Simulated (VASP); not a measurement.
Set up this calculation in VASP 6.6.1, as the native input.

* Task: single point
* Functional: r2SCAN
* Potentials or basis: VASP PAW PBE potentials, release 64 (Rh_pv)
* Cutoff: 520 eV
* k mesh: 18 × 18 × 12
* Occupations: gaussian, width 0.15 eV
* Spin: no spin polarisation
* Dipole correction: no
* Further INCAR settings: ALGO = Normal; EDIFF = 1e-06; NBANDS = 22

Rh:

```
CELL_PARAMETERS angstrom
2.59443 0.00000 0.00000
-1.29722 2.36510 0.00000
0.00000 0.00000 4.42849
ATOMIC_POSITIONS crystal
Rh 0.66667 0.33333 0.75000
Rh 0.33333 0.66667 0.25000
```

This cell differs from its parent crystal: strain -0.0500 x Voigt [1, 0, 0, 0, 0, 0].

One way to write it, as run:

POSCAR

```
Rh
1.0
    2.5944300901      0.0000000000      0.0000000000
   -1.2972150451      2.3650972278      0.0000000000
    0.0000000000      0.0000000000      4.4284890000
Rh
2
Direct
    0.6666666667      0.3333333333      0.7500000000
    0.3333333333      0.6666666667      0.2500000000
```

INCAR.step1

```
SYSTEM = Rh
PREC     = Accurate       ! precision mode
ENCUT    = 520            ! plane-wave cutoff, eV
ISMEAR   = 0              ! smearing method
SIGMA    = 0.15           ! smearing width, eV
LREAL    = .False.        ! projectors in reciprocal space
LASPH    = .True.         ! aspherical terms in the spheres
NELM     = 60             ! most SCF steps
NBANDS   = 22             ! bands
GGA      = PE             ! functional
ALGO     = Normal         ! electronic algorithm
EDIFF    = 1E-4           ! SCF threshold, eV
LWAVE    = .True.         ! write WAVECAR
LCHARG   = .False.        ! write CHGCAR
```

INCAR.step2

```
SYSTEM = Rh
PREC     = Accurate       ! precision mode
ENCUT    = 520            ! plane-wave cutoff, eV
EDIFF    = 1E-6           ! SCF threshold, eV
ISMEAR   = 0              ! smearing method
SIGMA    = 0.15           ! smearing width, eV
LREAL    = .False.        ! projectors in reciprocal space
LASPH    = .True.         ! aspherical terms in the spheres
NELM     = 60             ! most SCF steps
ALGO     = Normal         ! electronic algorithm
ISIF     = 2              ! what is computed and relaxed
LWAVE    = .False.        ! write WAVECAR
LCHARG   = .False.        ! write CHGCAR
METAGGA  = R2SCAN         ! meta-GGA
LMIXTAU  = .True.       
NBANDS   = 22             ! bands
ISTART   = 1
```

KPOINTS

```
Automatic mesh
0
Gamma
  18 18 12
  0 0 0
```

Potentials or basis: VASP PAW PBE potentials, release 64 (Rh_pv).

The run is started by

```sh
$ cat potpaw_PBE.64/Rh_pv/POTCAR > POTCAR
$ cp INCAR.step1 INCAR
$ mpirun -np 1 vasp_std > vasp.out
$ cp INCAR.step2 INCAR
$ mpirun -np 1 vasp_std > vasp.out
```

It gave:

| Property | Result |
| --- | --- |
| Pressure | 5.9 GPa |
| Largest force | 0.114 eV/Å |
| Band gap on the k mesh | zero (bands 15 and 16 overlap by 2.67 eV) |

Caveat: the cell differs from its parent crystal (strain -0.0500 x Voigt [1, 0, 0, 0, 0, 0]); the stress differs along the axes, from -1 to 19 GPa; the PAW data sets were made with another functional, which shifts forces and pressure a little.

Wall time 11 min on 1 thread of Intel(R) Xeon(R) Platinum 8488C (Sapphire Rapids), on a shared host, peak memory 0.38 GiB.
